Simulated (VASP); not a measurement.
# Fe (P6_3/mmc) in VASP: notebook, part 2 of 2

VASP 6.6.1.

## 3. Relaxation of shape and atoms at fixed volume, PBEsol, collinear spin, ferromagnetic start

This run uses another cell than the first one, of 7.86 Å³/atom.

INCAR reads:

```
ALGO = Normal
EDIFF = 1E-7
EDIFFG = -0.005
ENCUT = 600
GGA = PS
GGA_COMPAT = False
IBRION = 2
ISIF = 4
ISMEAR = -1
ISPIN = 2
LASPH = True
LCHARG = False
LMAXMIX = 4
LORBIT = 11
LREAL = False
LWAVE = False
MAGMOM = 2.5 2.5
NELM = 200
NELMIN = 4
NSW = 50
PREC = Accurate
SIGMA = 0.08
```

KPOINTS reads:

```
k-points
0
Gamma
  19 19 11
```

POSCAR reads:

```
Fe
1.0
    2.2553747037      0.0000000000      0.0000000000
   -1.1276873518      1.9532117885      0.0000000000
    0.0000000000      0.0000000000      3.5666760456
Fe
2
Direct
    0.3333333333      0.6666666667      0.2500000000
    0.6666666667      0.3333333333      0.7500000000
```

Potentials or basis: VASP PAW PBE potentials, release 64 (Fe).

Command:

```bash
cat potpaw_PBE.64/Fe/POTCAR > POTCAR
mpirun -np 1 vasp_std > vasp.out
```

OUTCAR:

```text
EDIFF = 1E-7
   EDIFFG = -0.005
   ENCUT = 600
   GGA = PS
   IBRION = 2
   ISIF = 4
   ISMEAR = -1
   ISPIN = 2
   LASPH = True
   LORBIT = 11
   LREAL = False
   NELM = 200
   NELMIN = 4
   NSW = 50
   PREC = Accurate

 ion  position               nearest neighbor table
   1  0.333  0.667  0.250-   2 2.21   2 2.21   2 2.21   2 2.21   2 2.21   2 2.21
   2  0.667  0.333  0.750-   1 2.21   1 2.21   1 2.21   1 2.21   1 2.21   1 2.21

  LATTYP: Found a hexagonal cell.
 ALAT       =     2.2553747037
 C/A-ratio  =     1.5814117449

  Lattice vectors:

 A1 = (   2.2553747037,   0.0000000000,   0.0000000000)
 A2 = (  -1.1276873518,   1.9532117885,   0.0000000000)
 A3 = (   0.0000000000,   0.0000000000,   3.5666760456)

Analysis of symmetry for initial positions (statically):
=====================================================================
 Subroutine PRICEL returns:
[... 709 lines left out ...]
      8      10.4278      0.02319
      9      10.9773      0.00002
     10      11.5841      0.00000
     11      12.1818      0.00000
     12      20.5524      0.00000
     13      21.7098      0.00000
     14      24.5120      0.00000
     15      27.8822      0.00000

 [... further k-points ...]

 spin component 2

 k-point     1 :       0.0000    0.0000    0.0000
  band No.  band energies     occupation
      1      -0.3504      1.00000
      2       3.3409      1.00000
      3       7.6757      1.00000
      4       7.6757      1.00000
      5       7.8389      1.00000
      6       8.3727      1.00000
      7       8.3727      1.00000
      8       8.9202      1.00000
      9       8.9202      1.00000
     10      10.8276      0.00016
     11      11.1650      0.00000
     12      11.1650      0.00000
     13      21.8796      0.00000
     14      34.1349      0.00000
[... 444 lines left out ...]
  FREE ENERGIE OF THE ION-ELECTRON SYSTEM (eV)
  ---------------------------------------------------
  free  energy   TOTEN  =       -16.7199728218 eV

  energy  without entropy=      -16.6854290228  energy(sigma->0) =      -16.70270092

 reached required accuracy - stopping structural energy minimisation

 total charge

# of ion       s       p       d       tot
------------------------------------------
    1        0.693   0.959   6.710   8.362
    2        0.693   0.959   6.710   8.362
--------------------------------------------------
tot          1.387   1.917  13.420  16.723

 magnetization (x)

# of ion       s       p       d       tot
------------------------------------------
    1       -0.000  -0.000  -0.000  -0.000
    2       -0.000  -0.000  -0.000  -0.000
--------------------------------------------------
tot         -0.000  -0.000  -0.000  -0.000
```

OSZICAR:

```text
N       E                     dE             d eps       ncg     rms          rms(c)
DAV:   1     0.817923414601E+02    0.81792E+02   -0.81132E+03 15016   0.167E+03
DAV:   2    -0.154295473595E+02   -0.97222E+02   -0.88225E+02 14414   0.262E+02
DAV:   3    -0.176553096709E+02   -0.22258E+01   -0.21555E+01 17473   0.565E+01
[... 24 lines left out ...]
DAV:   1    -0.167211344287E+02   -0.19319E-02   -0.55847E-02 16864   0.205E+00    0.232E-01
DAV:   2    -0.167202529771E+02    0.88145E-03   -0.65243E-04 18835   0.419E-01    0.110E-01
DAV:   3    -0.167199814621E+02    0.27152E-03   -0.24769E-04 20065   0.201E-01    0.138E-02
DAV:   4    -0.167199741308E+02    0.73314E-05   -0.97924E-06 17146   0.512E-02    0.730E-03
DAV:   5    -0.167199727245E+02    0.14062E-05   -0.98429E-07 19215   0.235E-02    0.235E-03
DAV:   6    -0.167199728218E+02   -0.97288E-07   -0.48987E-08  8369   0.263E-03
   3 F= -.16719973E+02 E0= -.16702701E+02  d E =-.514594E-03  mag=    -0.0000
```

It took 3.8 min on 1 thread of Intel Xeon 8259CL, shared host; peak memory 0.22 GiB.

Results:

```yaml
Free_energy: -16.7200 eV
Energy_gained_by_relaxing: 0.3 meV/atom
Ionic_steps: 3
Pressure_after_relaxing: 118.7 GPa
Band_gap_on_the_k_mesh: zero (filled and empty bands overlap)
Net_moment: 0.00 μB per cell
```

Step by step:
| step | energy change (eV) | largest force (eV/Å) | pressure (GPa) | volume (Å³) |
| --- | --- | --- | --- | --- |
| 1 | 0.0000 | 0.0000 | 118.78 | 15.71 |
| 2 | 0.0003 | 0.0000 | 118.70 | 15.71 |
| 3 | -0.0005 | 0.0000 | 118.74 | 15.71 |

Final structure:
```
CELL_PARAMETERS angstrom
2.25230 0.00000 0.00000
-1.12615 1.95055 0.00000
0.00000 0.00000 3.57643
ATOMIC_POSITIONS crystal
Fe 0.33333 0.66667 0.25000
Fe 0.66667 0.33333 0.75000
```

Levels at points of the mesh, in eV from the Fermi level:
Spin up:
```tsv
k point	band 5	band 6	band 7	band 8	band 9	band 10	band 11	band 12
(0.00, 0.00, 0.00)	-2.29	-1.76	-1.76	-1.21	-1.21	0.70	1.04	1.04
```
Spin down:
| k point | band 5 | band 6 | band 7 | band 8 | band 9 | band 10 | band 11 | band 12 |
| --- | --- | --- | --- | --- | --- | --- | --- | --- |
| (0.00, 0.00, 0.00) | -2.29 | -1.76 | -1.76 | -1.21 | -1.21 | 0.70 | 1.04 | 1.04 |

Caveat: the PAW data sets were made with another functional, which shifts forces and pressure a little.

## 4. Single point, PBEsol, collinear spin, ferromagnetic start (8.84 Å³/atom)

This run uses another cell than the first one, of 8.84 Å³/atom.

INCAR reads:

```
PREC     = Accurate       # precision mode
ENCUT    = 600            # plane-wave cutoff, eV
EDIFF    = 1E-6           # SCF threshold, eV
ISMEAR   = -1             # smearing method
SIGMA    = 0.08           # smearing width, eV
LREAL    = F              # projectors in reciprocal space
LASPH    = T              # aspherical terms in the spheres
NELM     = 200            # most SCF steps
ALGO     = Normal         # electronic algorithm
ISIF     = 2              # what is computed and relaxed
LWAVE    = F              # write WAVECAR
LCHARG   = T              # write CHGCAR
ISPIN    = 2              # spin polarisation
MAGMOM   = 2.5 2.5        # initial moments
LORBIT   = 11             # projections on sites
LMAXMIX  = 4              # l up to which the mixer works
GGA      = PS             # functional
LELF     = T              # ELF
LVHAR    = T            
NBANDS   = 19             # bands
GGA_COMPAT= F
```

KPOINTS reads:

```
regular mesh
0
Gamma
  19 19 11
```

POSCAR reads:

```
Fe
1.0
    2.3438541418      0.0000000000      0.0000000000
   -1.1719270709      2.0298372296      0.0000000000
    0.0000000000      0.0000000000      3.7152875614
Fe
2
Direct
    0.3333333333      0.6666666667      0.2500000000
    0.6666666667      0.3333333333      0.7500000000
```

Command:

```bash
cat potpaw_PBE.64/Fe/POTCAR > POTCAR
mpirun -np 1 vasp_std > vasp.out
```

It took 5.4 min on 1 thread of Intel Xeon 8259CL, shared host; peak memory 0.25 GiB.

Results (log left out):

* Free energy: -17.6639 eV
* Pressure: 42.4 GPa
* Band gap on the k mesh: zero (filled and empty bands overlap)
* Net moment: 0.00 μB per cell
* Valence electrons inside the program's atomic spheres: Fe 7.93

Stress tensor (GPa, compression positive):
```
42.52  0.00  0.00
 0.00 42.52  0.00
 0.00  0.00 42.30
```

Levels at points of the mesh, in eV from the Fermi level:
Spin up:
```csv
k point,band 5,band 6,band 7,band 8,band 9,band 10,band 11,band 12
"(0.00, 0.00, 0.00)",-1.91,-1.47,-1.47,-1.02,-1.02,0.56,0.88,0.88
```
Spin down:
```tsv
k point	band 6	band 7	band 8	band 9	band 10	band 11
(0.00, 0.00, 0.00)	-1.47	-1.47	-1.02	-1.02	0.56	0.88
```

Caveat: the cell stands under pressure; the PAW data sets were made with another functional, which shifts forces and pressure a little.

## 5. Single point, PBEsol, collinear spin, ferromagnetic start

This run uses another cell than the first one, of 8.84 Å³/atom.

INCAR reads:

```
ALGO = Normal ; EDIFF = 1E-6
ENCUT = 600 ; GGA = PS
GGA_COMPAT = False ; ISIF = 2
ISMEAR = 1 ; ISPIN = 2
LASPH = True ; LCHARG = False
LMAXMIX = 4 ; LORBIT = 11
LREAL = False ; LWAVE = False
MAGMOM = 2.5 2.5 ; NBANDS = 19
NELM = 200 ; PREC = Accurate
SIGMA = 0.15
```

KPOINTS reads:

```
k-points
0
Gamma
  19 19 11
```

POSCAR is that of step 4.

Command:

```bash
cat potpaw_PBE.64/Fe/POTCAR > POTCAR
mpirun -np 1 vasp_std > vasp.out
```

Run time: 4.4 min. Hardware: 1 thread of Intel Xeon 8259CL, shared host; peak memory 0.25 GiB.

It converged, with:

```
Free energy                                           : -17.6436 eV
Pressure                                              : 42.1 GPa
Band gap on the k mesh                                : zero (filled and empty bands overlap)
Net moment                                            : 0.00 μB per cell
Valence electrons inside the program's atomic spheres : Fe 7.93
```

Stress tensor (GPa, compression positive):
```
42.33  0.00  0.00
 0.00 42.33  0.00
 0.00  0.00 41.75
```

Levels at points of the mesh, in eV from the Fermi level:
Spin up:
| k point | band 6 | band 7 | band 8 | band 9 | band 10 | band 11 |
| --- | --- | --- | --- | --- | --- | --- |
| (0.00, 0.00, 0.00) | -1.47 | -1.47 | -1.02 | -1.02 | 0.56 | 0.88 |
Spin down:
| k point | band 5 | band 6 | band 7 | band 8 | band 9 | band 10 | band 11 | band 12 |
| --- | --- | --- | --- | --- | --- | --- | --- | --- |
| (0.00, 0.00, 0.00) | -1.91 | -1.47 | -1.47 | -1.02 | -1.02 | 0.56 | 0.88 | 0.88 |

Caveat: the cell stands under pressure; the PAW data sets were made with another functional, which shifts forces and pressure a little.
